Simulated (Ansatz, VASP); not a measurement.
## Al3NiPd2: VASP beside Ansatz

File POSCAR:

```
Al3NiPd2
1.0
    4.2710765786      0.0000000000      0.0000000000
   -2.1355382893      3.6988608186      0.0000000000
    0.0000000000      0.0000000000      5.2430307000
Al Ni Pd
3 1 2
Direct
    0.6666666667      0.3333333333      0.8441540000
    0.3333333333      0.6666666667      0.1558460000
    0.0000000000      0.0000000000      0.5000000000
    0.0000000000      0.0000000000      0.0000000000
    0.3333333333      0.6666666667      0.6675500000
    0.6666666667      0.3333333333      0.3324500000
```

INCAR.step1

```
PREC     = Accurate       # precision mode
ENCUT    = 520            # plane-wave cutoff, eV
ISMEAR   = 0              # smearing method
SIGMA    = 0.1            # smearing width, eV
LREAL    = F              # projectors in reciprocal space
LASPH    = T              # aspherical terms in the spheres
NELM     = 100            # most SCF steps
NBANDS   = 28             # bands
GGA      = PE             # functional
ALGO     = Normal         # electronic algorithm
EDIFF    = 1E-4           # SCF threshold, eV
LWAVE    = T              # write WAVECAR
LCHARG   = F              # write CHGCAR
```

INCAR.step2

```
PREC     = Accurate       # precision mode
ENCUT    = 520            # plane-wave cutoff, eV
EDIFF    = 1E-7           # SCF threshold, eV
ISMEAR   = 0              # smearing method
SIGMA    = 0.1            # smearing width, eV
LREAL    = F              # projectors in reciprocal space
LASPH    = T              # aspherical terms in the spheres
NELM     = 100            # most SCF steps
ALGO     = Normal         # electronic algorithm
ISIF     = 2              # what is computed and relaxed
LWAVE    = F              # write WAVECAR
LCHARG   = F              # write CHGCAR
METAGGA  = R2SCAN         # meta-GGA
LMIXTAU  = T            
NBANDS   = 28             # bands
ISTART   = 1
```

File KPOINTS:

```
regular mesh
0
Gamma
  12 12 8
```

Input for Ansatz:

```yaml
crystal:
  lattice:
    - [4.2710765786, 0.0, 0.0]
    - [-2.1355382893, 3.6988608186, 0.0]
    - [0.0, 0.0, 5.2430307]
  atoms:
    - { symbol: Al, position: [0.6666666667, 0.3333333333, 0.844154] }
    - { symbol: Al, position: [0.3333333333, 0.6666666667, 0.155846] }
    - { symbol: Al, position: [0.0, 0.0, 0.5] }
    - { symbol: Ni, position: [0.0, 0.0, 0.0] }
    - { symbol: Pd, position: [0.3333333333, 0.6666666667, 0.66755] }
    - { symbol: Pd, position: [0.6666666667, 0.3333333333, 0.33245] }
basis:
  ecutwfc: 500
kpoints:
  mp_grid: { grid: [12, 12, 8] }
  band_path:
    path:
      - [[0.0, 0.0, 0.0], [0.5, 0.0, 0.0], [0.33333333, 0.33333333, 0.0], [0.0, 0.0, 0.0], [0.0, 0.0, 0.5], [0.5, 0.0, 0.5], [0.33333333, 0.33333333, 0.5], [0.0, 0.0, 0.5]]
      - [[0.5, 0.0, 0.5], [0.5, 0.0, 0.0]]
      - [[0.33333333, 0.33333333, 0.5], [0.33333333, 0.33333333, 0.0]]
    npoints: 14
hamiltonian:
  xc: r2scan
scf:
  occupations: { method: gaussian, width: 0.1 }
  n_extra_bands: 15
output:
  forces: true
  stress: true
  eigenvalues: true
  populations: true
  dos: { projected: true, de: 0.02, nscf_kmesh: { grid: [15, 15, 10] } }
  bader: true
  write_density: true
  write_potential: true
  elf: true
  volumetric_format: npy
```

Alike in both runs: task single point; functional r2SCAN; k mesh 12 × 12 × 8; occupations gaussian, width 0.1 eV; no spin polarisation.

|  | VASP | Ansatz |
| --- | --- | --- |
| version | VASP 6.6.1 | Ansatz 0.2.0 |
| potentials or method | VASP PAW PBE potentials, release 64 (Al, Ni, Pd), cutoff 520 eV | scalar-relativistic, plane waves, PAW |
| valence electrons in the cell | 39 | 63 |

|  | VASP | Ansatz | Ansatz less VASP |
| --- | --- | --- | --- |
| gap on the k mesh at the Fermi level (eV) | none | none | - |
| pressure (GPa) | -4.2 | -4.2 | +0.03 |
| rms of the force components (eV/Å) | 0.008 | 0.007 | -0.0002 |

VASP's potentials were made for PBE, not for r2SCAN. Atom by atom the forces differ by 0.002 eV/Å (rms over components). A gap of «none» marks a metal or a gap that the smearing closes. VASP's potentials hold 39 valence electrons a cell and Ansatz's 63, so a difference there can come from the potentials and not from the codes.
